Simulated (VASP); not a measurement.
# AlCu4 (P2_13) in VASP: single point with PBEsol

Aim: the single point of AlCu4 with PBEsol.

Everything below comes from runs of VASP 6.6.1. Logs are shortened: lines on timing, memory, paths and dates and some standing lists are left out, and cuts for length are marked.

## Step 1: The cell of the first run

The structure is cubic, space group P2_13 (No. 198). Conventional cell: a = 6.244 Å, b = 6.244 Å, c = 6.244 Å, α = 90.00°, β = 90.00°, γ = 90.00°. Within 3.1 Å of Al (site symmetry 3) lie 12 Cu at 2.36 to 2.64 Å. Cu (site symmetry 3) has 3 Al at 2.36 Å and 9 Cu at 2.51 to 2.65 Å within 3.1 Å. Within 3.3 Å of Cu (site symmetry 1) lie 11 Cu at 2.51 to 3.24 Å and 3 Al at 2.52 to 2.64 Å.

## Step 2: Single point, PBEsol

INCAR reads:

```
PREC     = Accurate       # precision mode
ENCUT    = 520            # plane-wave cutoff, eV
EDIFF    = 1E-6           # SCF threshold, eV
ISMEAR   = 0              # smearing method
SIGMA    = 0.05           # smearing width, eV
LREAL    = Auto         
LASPH    = T              # aspherical terms in the spheres
NELM     = 80             # most SCF steps
ALGO     = Fast           # electronic algorithm
ISIF     = 2              # what is computed and relaxed
LWAVE    = F              # write WAVECAR
LCHARG   = F              # write CHGCAR
GGA      = PS             # functional
NBANDS   = 110            # bands
```

KPOINTS reads:

```
Automatic mesh
0
Gamma
  6 6 6
```

POSCAR reads:

```
AlCu4
1.0
    6.2435652700      0.0000000000      0.0000000000
    0.0000000000      6.2435652700      0.0000000000
    0.0000000000      0.0000000000      6.2435652700
Al Cu
4 16
Direct
    0.4408904100      0.9408904100      0.5591095900
    0.9408904100      0.5591095900      0.4408904100
    0.5591095900      0.4408904100      0.9408904100
    0.0591095900      0.0591095900      0.0591095900
    0.8090787800      0.3090787800      0.1909212200
    0.3090787800      0.1909212200      0.8090787800
    0.1909212200      0.8090787800      0.3090787800
    0.6909212200      0.6909212200      0.6909212200
    0.0487556600      0.8748909500      0.6999647300
    0.3000352700      0.5487556600      0.6251090500
    0.3748909500      0.8000352700      0.9512443400
    0.5487556600      0.6251090500      0.3000352700
    0.8000352700      0.9512443400      0.3748909500
    0.8748909500      0.6999647300      0.0487556600
    0.9512443400      0.3748909500      0.8000352700
    0.6999647300      0.0487556600      0.8748909500
    0.6251090500      0.3000352700      0.5487556600
    0.4512443400      0.1251090500      0.1999647300
    0.1999647300      0.4512443400      0.1251090500
    0.1251090500      0.1999647300      0.4512443400
```

Potentials or basis: VASP PAW PBE potentials, release 64 (Al, Cu).

Launch:

```console
> cat potpaw_PBE.64/Al/POTCAR potpaw_PBE.64/Cu/POTCAR > POTCAR
> mpirun -np 1 vasp_std > vasp.out
```

OUTCAR:

```text
PREC = Accurate
   ENCUT = 520
   EDIFF = 1E-6
   ISMEAR = 0
   LREAL = Auto
   LASPH = T
   NELM = 80
   ISIF = 2
   GGA = PS

 ion  position               nearest neighbor table
   1  0.441  0.941  0.559-   6 2.36   7 2.36   8 2.36  13 2.52  17 2.52  18 2.52   9 2.63  10 2.63
                            11 2.63  12 2.64  16 2.64  20 2.64
   2  0.941  0.559  0.441-   5 2.36   7 2.36   8 2.36  10 2.52  15 2.52  20 2.52  14 2.63  12 2.63
                            13 2.63  17 2.64  19 2.64   9 2.64
   3  0.559  0.441  0.941-   5 2.36   6 2.36   8 2.36  11 2.52  12 2.52  19 2.52  16 2.63  17 2.63
                            15 2.63  10 2.64  18 2.64  14 2.64
   4  0.059  0.059  0.059-   5 2.36   6 2.36   7 2.36   9 2.52  14 2.52  16 2.52  18 2.63  19 2.63
                            20 2.63  11 2.64  15 2.64  13 2.64
   5  0.809  0.309  0.191-   2 2.36   3 2.36   4 2.36  13 2.51  17 2.51  18 2.51  14 2.63  15 2.63
                            19 2.63  16 2.65  12 2.65  20 2.65
   6  0.309  0.191  0.809-   1 2.36   3 2.36   4 2.36  10 2.51  15 2.51  20 2.51  16 2.63  18 2.63
                            11 2.63   9 2.65  19 2.65  17 2.65
   7  0.191  0.809  0.309-   1 2.36   2 2.36   4 2.36  11 2.51  12 2.51  19 2.51  13 2.63   9 2.63
                            20 2.63  18 2.65  10 2.65  14 2.65
   8  0.691  0.691  0.691-   1 2.36   2 2.36   3 2.36   9 2.51  14 2.51  16 2.51  10 2.63  12 2.63
                            17 2.63  15 2.65  13 2.65  11 2.65
   9  0.049  0.875  0.700-   8 2.51   4 2.52  13 2.60  20 2.60  10 2.61  11 2.61   7 2.63   1 2.63
[... 9 lines left out ...]
  14  0.875  0.700  0.049-   8 2.51   4 2.52  15 2.60  19 2.60  12 2.61  13 2.61   5 2.63   2 2.63
                             3 2.64   7 2.65  16 2.67   9 2.67
  15  0.951  0.375  0.800-   6 2.51   2 2.52  14 2.60  19 2.60  17 2.61  16 2.61   5 2.63   3 2.63
                             4 2.64   8 2.65  10 2.67  20 2.67
  16  0.700  0.049  0.875-   8 2.51   4 2.52  11 2.60  18 2.60  17 2.61  15 2.61   6 2.63   3 2.63
                             1 2.64   5 2.65  14 2.67   9 2.67
  17  0.625  0.300  0.549-   5 2.51   1 2.52  10 2.60  12 2.60  15 2.61  16 2.61   8 2.63   3 2.63
                             2 2.64   6 2.65  13 2.67  18 2.67
  18  0.451  0.125  0.200-   5 2.51   1 2.52  11 2.60  16 2.60  19 2.61  20 2.61   6 2.63   4 2.63
                             3 2.64   7 2.65  13 2.67  17 2.67
  19  0.200  0.451  0.125-   7 2.51   3 2.52  14 2.60  15 2.60  18 2.61  20 2.61   5 2.63   4 2.63
                             2 2.64   6 2.65  11 2.67  12 2.67
  20  0.125  0.200  0.451-   6 2.51   2 2.52   9 2.60  13 2.60  18 2.61  19 2.61   7 2.63   4 2.63
                             1 2.64   5 2.65  10 2.67  15 2.67

  LATTYP: Found a simple cubic cell.
 ALAT       =     6.2435652700

  Lattice vectors:

 A1 = (   6.2435652700,   0.0000000000,   0.0000000000)
 A2 = (   0.0000000000,   6.2435652700,   0.0000000000)
 A3 = (   0.0000000000,   0.0000000000,   6.2435652700)

Analysis of symmetry for initial positions (statically):
=====================================================================
 Subroutine PRICEL returns:
 Original cell was already a primitive cell.
[... 176 lines left out ...]
   IALGO  =     68    algorithm
   IMIX   =      4    mixing-type and parameters
     AMIX     =   0.40;   BMIX     =  1.00
     AMIX_MAG =   1.60;   BMIX_MAG =  1.00
  volume/ion in A,a.u.               =      12.17        82.12
  Fermi-wavevector in a.u.,A,eV,Ry     =   1.502086  2.838531 30.698312  2.256262
  Thomas-Fermi vector in A             =   2.613372
   LORBIT       =      0    0 simple, 1 ext, 2 COOP (PROOUT), +10 PAW based schemes
   GGA     = PS    functional components
   LHFCALC =     F    Hartree Fock is set to
   AEXX    =    0.0000 exact exchange contribution
   IVDW    =     0    specifies the selected vdW correction
   LEPSILON=     F    determine dielectric tensor
   LRPA    =     F    only Hartree local field effects (RPA)
 non-spin polarized calculation
 RMM-DIIS sequential band-by-band and
 Gauss-broadening in eV      SIGMA  =   0.05
  energy-cutoff  :      520.00
  volume of cell :      243.39
 maximum number of plane-waves:      6704
 NGX is ok and might be reduce to    48
   NGX = 23   NGY = 23   NGZ = 23

 number of electron     188.0000002 magnetization

 Free energy of the ion-electron system (eV)
  ---------------------------------------------------
  ext. energy  EPLUGINS =         0.00000000
  ---------------------------------------------------
  free energy    TOTEN  =       -87.64996025 eV

  energy without entropy =      -87.64285700  energy(sigma->0) =      -87.64640862

 E-fermi :   7.8669     XC(G=0): -12.4584

 val. band max:        7.8486694562   @ k =   0.1667   0.1667   0.1667
 cond. band min:       7.9104257813   @ k =   0.3333   0.3333   0.0000
 fundamental gap:      0.0617563251
 Fermi energy:         7.8669307690

 k-point     1 :       0.0000    0.0000    0.0000
  band No.  band energies     occupation
      1      -2.2983      2.00000
      2       0.7711      2.00000
      3       0.7711      2.00000
      4       0.7711      2.00000
      5       1.6848      2.00000
      6       1.6848      2.00000
[... 2605 lines left out ...]
    105      11.7279      0.00000
    106      11.7279      0.00000
 [bands above 106 left out]

------------------------ aborting loop because EDIFF is reached ----------------------------------------

  FORCE on cell =-STRESS in cart. coord.  units (eV):
  Direction    XX          YY          ZZ          XY          YZ          ZX
  --------------------------------------------------------------------------------------
  -------------------------------------------------------------------------------------
  Total       -1.0735358     -1.0735358     -1.0735358     -0.0000000      0.0000000      0.0000000
  in kB       -7.0669030     -7.0669030     -7.0669030     -0.0000000      0.0000000      0.0000000
  external PRESSURE =      -7.0669030 kB  Pullay stress =       0.0000000 kB

 VOLUME and BASIS-vectors are now :
 -----------------------------------------------------------------------------
  energy-cutoff  :      520.00
  volume of cell :      243.39
      direct lattice vectors                 reciprocal lattice vectors
     6.243565270  0.000000000  0.000000000     0.160164899  0.000000000  0.000000000
     0.000000000  6.243565270  0.000000000     0.000000000  0.160164899  0.000000000
     0.000000000  0.000000000  6.243565270     0.000000000  0.000000000  0.160164899

 POSITION                                       TOTAL-FORCE (eV/Angst)
 -----------------------------------------------------------------------------------
      2.75273      5.87451      3.49084        -0.011992     -0.011992      0.011992
      5.87451      3.49084      2.75273        -0.011992      0.011992     -0.011992
      3.49084      2.75273      5.87451         0.011992     -0.011992     -0.011992
      0.36905      0.36905      0.36905         0.011992      0.011992      0.011992
      5.05154      1.92975      1.19203        -0.044479     -0.044479      0.044479
      1.92975      1.19203      5.05154        -0.044479      0.044479     -0.044479
[... 12 lines left out ...]
      1.24849      2.81737      0.78113         0.024855      0.064371     -0.005200
      0.78113      1.24849      2.81737        -0.005200      0.024855      0.064371
 -----------------------------------------------------------------------------------
    total drift:                               -0.000001     -0.000003     -0.000000

  FREE ENERGIE OF THE ION-ELECTRON SYSTEM (eV)
  ---------------------------------------------------
  free  energy   TOTEN  =       -87.6499602477 eV

  energy  without entropy=      -87.6428569992  energy(sigma->0) =      -87.64640862
```

stdout:

```text
POSCAR found type information on POSCAR AlCu
 POSCAR found :  2 types and      20 ions
 scaLAPACK will be used
 -----------------------------------------------------------------------------
|                                                                             |
|                                                                             |
|     You enforced a specific xc type in the INCAR file but a different       |
|     I HOPE YOU KNOW WHAT YOU ARE DOING!                                     |
|                                                                             |
 -----------------------------------------------------------------------------

 LDA part: xc-table for (Slater+PW92), standard interpolation
 POSCAR, INCAR and KPOINTS ok, starting setup
 FFT: planning ... GRIDC
 FFT: planning ... GRID_SOFT
 FFT: planning ... GRID
 WAVECAR not read
 entering main loop
```

Run time: 22 min. Hardware: 1 thread of Oxide Virtual Turin-like, shared host; peak memory 0.54 GiB.

What came out:

* Free energy: -87.6500 eV
* Pressure: -0.7 GPa
* Largest force: 0.077 eV/Å
* Band gap on the k mesh: zero (bands 94 and 95 overlap by 1.01 eV)

Forces on the atoms (eV/Å):
```
Al  -0.012 -0.012  0.012
Al  -0.012  0.012 -0.012
Al   0.012 -0.012 -0.012
Al   0.012  0.012  0.012
Cu  -0.044 -0.044  0.044
Cu  -0.044  0.044 -0.044
Cu   0.044 -0.044 -0.044
Cu   0.044  0.044  0.044
Cu  -0.064  0.005  0.025
Cu  -0.025 -0.064 -0.005
Cu   0.005 -0.025  0.064
Cu  -0.064 -0.005 -0.025
Cu  -0.025  0.064  0.005
Cu   0.005  0.025 -0.064
Cu   0.064  0.005 -0.025
Cu   0.025 -0.064  0.005
Cu  -0.005 -0.025 -0.064
Cu   0.064 -0.005  0.025
Cu   0.025  0.064 -0.005
Cu  -0.005  0.025  0.064
```

Caveat: the PAW data sets were made with another functional, which shifts forces and pressure a little.

The gap in the log of VASP goes by the Fermi energy; the results here count the filled bands.